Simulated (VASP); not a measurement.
# SnO2 (P4_2/mnm) in VASP: notebook, part 2 of 2

VASP 6.6.1. Earlier steps stand in the parts before.

### Step 3. Single point, r2SCAN

This run uses another cell than the first one, of 12.08 Å³/atom, 0.960 times its volume.

File POSCAR:

```
SnO2
1.0
    4.7592005649      0.0000000000      0.0000000000
    0.0000000000      4.7592005649      0.0000000000
    0.0000000000      0.0000000000      3.2012699643
Sn O
2 4
Direct
    0.5000000000      0.5000000000      0.5000000000
    0.0000000000      0.0000000000      0.0000000000
    0.1940616415      0.8059383585      0.5000000000
    0.8059383585      0.1940616415      0.5000000000
    0.3059383585      0.3059383585      0.0000000000
    0.6940616415      0.6940616415      0.0000000000
```

File INCAR.step1:

```
SYSTEM = SnO2
  PREC = Accurate
  ENCUT = 520
  ISMEAR = 0
  SIGMA = 0.02
  LREAL = .FALSE.
  LASPH = .TRUE.
  NELM = 80
  NBANDS = 35
  GGA = PE
  ALGO = Normal
  EDIFF = 1E-4
  LWAVE = .TRUE.
  LCHARG = .FALSE.
```

File INCAR.step2:

```
SYSTEM = SnO2
  PREC = Accurate
  ENCUT = 520
  EDIFF = 1E-6
  ISMEAR = 0
  SIGMA = 0.02
  LREAL = .FALSE.
  LASPH = .TRUE.
  NELM = 80
  ALGO = Normal
  ISIF = 2
  LWAVE = .FALSE.
  LCHARG = .TRUE.
  METAGGA = R2SCAN
  LMIXTAU = .TRUE.
  LELF = .TRUE.
  LVHAR = .TRUE.
  NBANDS = 35
  ISTART = 1
```

File KPOINTS:

```
regular mesh
0
G
  6 6 8
  0 0 0
```

Potentials or basis: VASP PAW PBE potentials, release 64 (Sn_d, O).

Started as:

```
> cat potpaw_PBE.64/Sn_d/POTCAR potpaw_PBE.64/O/POTCAR > POTCAR
> cp INCAR.step1 INCAR
> mpirun -np 1 vasp_std > vasp.out
> cp INCAR.step2 INCAR
> mpirun -np 1 vasp_std > vasp.out
```

OUTCAR:

```text
SYSTEM = SnO2
   PREC = Accurate
   ENCUT = 520
   EDIFF = 1E-6
   ISMEAR = 0
   LREAL = .FALSE.
   LASPH = .TRUE.
   NELM = 80
   ISIF = 2
   METAGGA = R2SCAN
   ISTART = 1

 ion  position               nearest neighbor table
   1  0.500  0.500  0.500-   3 2.06   4 2.06   5 2.07   6 2.07   5 2.07   6 2.07   2 3.73   2 3.73
                             2 3.73   2 3.73   2 3.73   2 3.73   2 3.73   2 3.73
   2  0.000  0.000  0.000-   5 2.06   6 2.06   3 2.07   4 2.07   3 2.07   4 2.07   1 3.73   1 3.73
                             1 3.73   1 3.73   1 3.73   1 3.73   1 3.73   1 3.73
   3  0.194  0.806  0.500-   1 2.06   2 2.07   2 2.07
   4  0.806  0.194  0.500-   1 2.06   2 2.07   2 2.07
   5  0.306  0.306  0.000-   2 2.06   1 2.07   1 2.07
   6  0.694  0.694  0.000-   2 2.06   1 2.07   1 2.07

  LATTYP: Found a simple tetragonal cell.
 ALAT       =     4.7592005649
 C/A-ratio  =     0.6726486772

  Lattice vectors:

 A1 = (   4.7592005649,   0.0000000000,   0.0000000000)
 A2 = (   0.0000000000,   4.7592005649,   0.0000000000)
 A3 = (   0.0000000000,   0.0000000000,   3.2012699643)

Analysis of symmetry for initial positions (statically):
=====================================================================
 Subroutine PRICEL returns:
 Original cell was already a primitive cell.

 Routine SETGRP: Setting up the symmetry group for a
 simple tetragonal supercell.

 Subroutine GETGRP returns: Found 16 space group operations
 (whereof  8 operations were pure point group operations)
 out of a pool of 16 trial point group operations.

The static configuration has the point symmetry D_2h.
 The point group associated with its full space group is D_4h.

Analysis of symmetry for dynamics (positions and initial velocities):
=====================================================================
 Subroutine PRICEL returns:
 Original cell was already a primitive cell.

 Routine SETGRP: Setting up the symmetry group for a
 simple tetragonal supercell.

 Subroutine GETGRP returns: Found 16 space group operations
 (whereof  8 operations were pure point group operations)
 out of a pool of 16 trial point group operations.

The dynamic configuration has the point symmetry D_2h.
 The point group associated with its full space group is D_4h.

 Subroutine INISYM returns: Found 16 space group operations
 (whereof  8 operations are pure point group operations),
 and found     1 'primitive' translations

----------------------------------------------------------------------------------------

                                     Primitive cell

  volume of cell :      72.5087

  direct lattice vectors                    reciprocal lattice vectors
     4.759200565  0.000000000  0.000000000     0.210119323  0.000000000  0.000000000
     0.000000000  4.759200565  0.000000000     0.000000000  0.210119323  0.000000000
     0.000000000  0.000000000  3.201269964     0.000000000  0.000000000  0.312376029

  length of vectors
     4.759200565  4.759200565  3.201269964     0.210119323  0.210119323  0.312376029

  position of ions in fractional coordinates (direct lattice)
     0.500000000  0.500000000  0.500000000
     0.000000000  0.000000000  0.000000000
     0.194061641  0.805938359  0.500000000
     0.805938359  0.194061641  0.500000000
     0.305938359  0.305938359  0.000000000
[... 33 lines left out ...]
 ===========================================

 Found     50 irreducible k-points:

 Following reciprocal coordinates:
            Coordinates               Weight
  0.000000  0.000000  0.000000      1.000000
  0.166667  0.000000  0.000000      4.000000
  0.333333  0.000000  0.000000      4.000000
  0.500000  0.000000  0.000000      2.000000
  0.166667  0.166667  0.000000      4.000000
  0.333333  0.166667  0.000000      8.000000
[... 16 lines left out ...]
  0.333333  0.000000  0.250000      8.000000
  0.500000  0.000000  0.250000      4.000000
 [... further k-points ...]
   k-points           NKPTS =     50   k-points in BZ     NKDIM =     50   number of bands    NBANDS=     35
   number of dos      NEDOS =    301   number of ions     NIONS =      6
   total plane-waves  NPLWV =  31104
   dimension x,y,z NGX =    36 NGY =   36 NGZ =   24
   dimension x,y,z NGXF=    72 NGYF=   72 NGZF=   48
   ions per type =               2   4
   NGX,Y,Z   is equivalent  to a cutoff of  12.58, 12.58, 12.46 a.u.
   NGXF,Y,Z  is equivalent  to a cutoff of  25.15, 25.15, 24.93 a.u.
 SYSTEM =  SnO2
   PREC   = accura    normal or accurate (medium, high low for compatibility)
   ISTART =      1    job   : 0-new  1-cont  2-samecut
   ICHARG =      0    charge: 1-file 2-atom 10-const
   ISPIN  =      1    spin polarized calculation?
   LNONCOLLINEAR =      F non collinear calculations
   LSORBIT =      F    spin-orbit coupling
   LASPH  =      T    aspherical Exc in radial PAW
   ENCUT  =  520.0 eV  38.22 Ry    6.18 a.u.   8.85  8.85  5.95*2*pi/ulx,y,z
   NELM   =     80;   NELMIN=  2; NELMDL=  0     # of ELM steps
   EDIFF  = 0.1E-05   stopping-criterion for ELM
   LREAL  =      F    real-space projection
   EDIFFG = 0.1E-04   stopping-criterion for IOM
   NSW    =      0    number of steps for IOM
   IBRION =     -1    ionic relax: 0-MD 1-quasi-New 2-CG
   NFREE  =      0    steps in history (QN), initial steepest desc. (CG)
   ISIF   =      2    stress and relaxation
   ISYM   =      2    0-nonsym 1-usesym 2-fastsym
   POTIM  = 0.5000    time-step for ionic-motion
   TEBEG  =    0.0;   TEEND  =   0.0 temperature during run
   PSTRESS=    0.0 pullay stress
   NELECT =      52.0000    total number of electrons
   NUPDOWN=      -1.0000    fix difference up-down
   EMIN   =  10.00;   EMAX   =-10.00  energy-range for DOS
   EFERMI =   0.00;   METHOD = LEGACY
   ISMEAR =     0;   SIGMA  =   0.02  broadening in eV -4-tet -1-fermi 0-gaus
   EFERMI_NEDOS =   21; number of points for ismear=-14 and -15
   IALGO  =     38    algorithm
   IMIX   =      4    mixing-type and parameters
     AMIX     =   0.40;   BMIX     =  1.00
     AMIX_MAG =   1.60;   BMIX_MAG =  1.00
  volume/ion in A,a.u.               =      12.08        81.55
  Fermi-wavevector in a.u.,A,eV,Ry     =   1.465365  2.769138 29.215720  2.147295
  Thomas-Fermi vector in A             =   2.581231
   LORBIT       =      0    0 simple, 1 ext, 2 COOP (PROOUT), +10 PAW based schemes
   METAGGA = R2SCAN    functional components
   LHFCALC =     F    Hartree Fock is set to
   AEXX    =    0.0000 exact exchange contribution
   IVDW    =     0    specifies the selected vdW correction
   LEPSILON=     F    determine dielectric tensor
   LRPA    =     F    only Hartree local field effects (RPA)
 non-spin polarized calculation
 Gauss-broadening in eV      SIGMA  =   0.02
  energy-cutoff  :      520.00
  volume of cell :       72.51
 maximum number of plane-waves:      1992
 NGX is ok and might be reduce to    36
   NGX = 17   NGY = 17   NGZ = 11

 number of electron      52.0000002 magnetization

 Free energy of the ion-electron system (eV)
  ---------------------------------------------------
  ext. energy  EPLUGINS =         0.00000000
  ---------------------------------------------------
  free energy    TOTEN  =       -84.62947409 eV

  energy without entropy =      -84.62947409  energy(sigma->0) =      -84.62947409

 E-fermi :   5.7424     XC(G=0): -11.9705

 val. band max:        5.5592482338   @ k =   0.0000   0.0000   0.0000
 cond. band min:       7.3548380549   @ k =   0.0000   0.0000   0.0000
 fundamental gap:      1.7955898212
 Fermi energy:         5.7423972726

 k-point     1 :       0.0000    0.0000    0.0000
  band No.  band energies     occupation
      1     -16.1778      2.00000
      2     -15.2641      2.00000
      3     -14.9641      2.00000
      4     -14.9641      2.00000
      5     -14.9415      2.00000
      6     -14.9034      2.00000
[... 901 lines left out ...]
     34      18.8114      0.00000
     35      19.1025      0.00000

 [... further k-points ...]
[... 5 lines left out ...]
  --------------------------------------------------------------------------------------
  -------------------------------------------------------------------------------------
  Total        0.4386923      0.4386923      0.6427599     -0.0000000      0.0000000      0.0000000
  in kB        9.6934927      9.6934927     14.2026386     -0.0000000      0.0000000      0.0000000
  external PRESSURE =      11.1965413 kB  Pullay stress =       0.0000000 kB

 VOLUME and BASIS-vectors are now :
 -----------------------------------------------------------------------------
  energy-cutoff  :      520.00
  volume of cell :       72.51
      direct lattice vectors                 reciprocal lattice vectors
     4.759200565  0.000000000  0.000000000     0.210119323  0.000000000  0.000000000
     0.000000000  4.759200565  0.000000000     0.000000000  0.210119323  0.000000000
     0.000000000  0.000000000  3.201269964     0.000000000  0.000000000  0.312376029

 POSITION                                       TOTAL-FORCE (eV/Angst)
 -----------------------------------------------------------------------------------
      2.37960      2.37960      1.60063         0.000000      0.000000      0.000000
      0.00000      0.00000      0.00000         0.000000      0.000000      0.000000
      0.92358      3.83562      1.60063         0.022421     -0.022421      0.000000
      3.83562      0.92358      1.60063        -0.022421      0.022421     -0.000000
      1.45602      1.45602      0.00000        -0.022421     -0.022421      0.000000
      3.30318      3.30318      0.00000         0.022421      0.022421     -0.000000
 -----------------------------------------------------------------------------------
    total drift:                                0.000000      0.000000      0.000000

  FREE ENERGIE OF THE ION-ELECTRON SYSTEM (eV)
  ---------------------------------------------------
  free  energy   TOTEN  =       -84.6294740936 eV

  energy  without entropy=      -84.6294740936  energy(sigma->0) =      -84.62947409
```

It took 6 min on 1 thread of Intel Xeon 8259CL, shared host; peak memory 0.24 GiB.

Results:

- Free energy: -84.6295 eV
- Pressure: 1.1 GPa
- Largest force: 0.032 eV/Å
- Band gap on the k mesh: 1.80 eV, direct

Forces on the atoms (eV/Å):
```
Sn   0.000  0.000  0.000
Sn   0.000  0.000  0.000
O    0.022 -0.022  0.000
O   -0.022  0.022  0.000
O   -0.022 -0.022  0.000
O    0.022  0.022  0.000
```

Levels at points of the mesh, in eV from the valence-band top:
```csv
k point,band 23,band 24,band 25,band 26,band 27,band 28,band 29,band 30
"(0.00, 0.00, 0.00)",-1.22,-0.78,-0.78,0.00,1.80,6.81,7.05,7.05
"(0.50, 0.00, 0.00)",-1.17,-1.17,-0.62,-0.62,5.01,5.01,7.80,7.80
"(0.50, 0.50, 0.00)",-1.30,-1.30,-0.92,-0.92,5.44,5.44,8.22,8.22
"(0.00, 0.00, 0.50)",-1.67,-1.67,-1.27,-1.27,6.87,6.87,10.53,10.53
"(0.50, 0.00, 0.50)",-1.11,-1.11,-0.69,-0.69,7.15,7.15,8.85,8.85
"(0.50, 0.50, 0.50)",-0.96,-0.96,-0.85,-0.85,5.53,5.53,9.65,9.65
```

Caveat: the PAW data sets were made with another functional, which shifts forces and pressure a little; spin-orbit coupling is left out, which moves the levels of the heavy elements. r2SCAN opens gaps a little over a GGA but as a rule still falls short of measured ones.
